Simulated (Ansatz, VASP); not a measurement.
**BiO5 in VASP and in Ansatz**

The input INCAR:

```
SYSTEM = BiO5
  ALGO = Normal
  EDIFF = 1E-7
  EDIFFG = -0.08
  ENCUT = 600
  GGA = PE
  GGA_COMPAT = .FALSE.
  IBRION = 2
  ISIF = 3
  ISMEAR = 0
  LASPH = .TRUE.
  LCHARG = .FALSE.
  LREAL = .FALSE.
  LWAVE = .FALSE.
  NELM = 120
  NELMIN = 4
  NSW = 36
  PREC = Accurate
  SIGMA = 0.2
```

KPOINTS

```
k-points
0
G
  4 4 4
  0 0 0
```

Contents of POSCAR:

```
BiO5
1.0
    4.3254607000      0.0000000000      0.0000000000
    0.0000000000      4.3254607000      0.0000000000
    0.0000000000      0.0000000000      4.3254607000
Bi O
1 5
Direct
    0.5000000000      0.5000000000      0.5000000000
    0.7491007700      0.7491007700      0.7491007700
    0.2508992300      0.2508992300      0.7491007700
    0.2508992300      0.7491007700      0.2508992300
    0.7491007700      0.2508992300      0.2508992300
    0.0000000000      0.0000000000      0.0000000000
```

Input for Ansatz:

```yaml
crystal:
  lattice:
    - [4.3254607, 0.0, 0.0]
    - [0.0, 4.3254607, 0.0]
    - [0.0, 0.0, 4.3254607]
  atoms:
    - { symbol: Bi, position: [0.5, 0.5, 0.5] }
    - { symbol: O, position: [0.74910077, 0.74910077, 0.74910077] }
    - { symbol: O, position: [0.25089923, 0.25089923, 0.74910077] }
    - { symbol: O, position: [0.25089923, 0.74910077, 0.25089923] }
    - { symbol: O, position: [0.74910077, 0.25089923, 0.25089923] }
    - { symbol: O, position: [0.0, 0.0, 0.0] }
basis:
  ecutwfc: 420
kpoints:
  mp_grid: { grid: [4, 4, 4] }
hamiltonian:
  xc: pbe
scf:
  occupations: { method: gaussian, width: 0.2 }
  lower_state_search: "off"
output:
  forces: true
  stress: true
  eigenvalues: true
relax:
  adjacent_minimum: "off"
  f_tol: 0.08
  max_steps: 16
  cell: { stress_tol: 0.8 }
```

Alike in both runs: task relaxation of cell and atoms; functional PBE; k mesh 4 × 4 × 4; occupations gaussian, width 0.2 eV; no spin polarisation.

|  | VASP | Ansatz |
| --- | --- | --- |
| version | VASP 6.6.1 | Ansatz 0.2.0 |
| potentials or method | VASP PAW PBE potentials, release 64 (Bi_d, O), cutoff 600 eV | scalar-relativistic, plane waves, PAW |
| valence electrons in the cell | 45 | 45 |

|  | VASP | Ansatz | Ansatz less VASP |
| --- | --- | --- | --- |
| gap on the k mesh at the Fermi level, each at its own relaxed structure (eV) | none | none | - |
| relaxed volume (Å³/atom) | 13.80 | 13.88 | +0.081 |
| relaxed cell length with the largest relative difference (Å) | 4.358 | 4.367 | +0.0085 |

A gap of «none» marks a metal or a gap that the smearing closes.

The k mesh is coarse, so the values compare programs but aren't converged. Spin-orbit coupling is off throughout.
